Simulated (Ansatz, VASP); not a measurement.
CsMn2 in VASP and in Ansatz

```
Cs Mn
1.0
     4.21187    0.00000    0.00000
    -2.10594    3.64759    0.00000
     0.00000    0.00000    6.33457
Cs Mn
1 2
Direct
  0.00000 0.00000 0.50000
  0.33333 0.66667 0.00000
  0.66667 0.33333 0.00000
```

Alike in both runs: functional PBE; k mesh 6 × 6 × 4; occupations gaussian, width 0.1 eV; collinear spin.

Ansatz relaxed the structure, and its values are those at the end. VASP's run is a single point on that final structure, the one shown.

```csv
,VASP,Ansatz
version,VASP 6.6.1,Ansatz 0.2.0
potentials or method,"VASP PAW PBE potentials, release 64 (Cs_sv, Mn_pv), cutoff 520 eV","scalar-relativistic, plane waves, PAW"
valence electrons in the cell,35,39
```

|  | VASP | Ansatz | Ansatz less VASP |
| --- | --- | --- | --- |
| gap on the k mesh at the Fermi level (eV) | none | none | - |
| pressure (GPa) | 0.1 | 0.0 | -0.09 |
| net moment per atom (μB) | 0.00 | 0.00 | 0.000 |
| size of the moment on the site where the two differ most (μB) | 3.54 | 3.39 | -0.151 |

Site moments also hang on the region over which each program counts them. A gap of «none» marks a metal or a gap that the smearing closes. VASP's potentials hold 35 valence electrons a cell and Ansatz's 39, so a difference there can come from the potentials and not from the codes.

Spin-orbit coupling is off throughout.
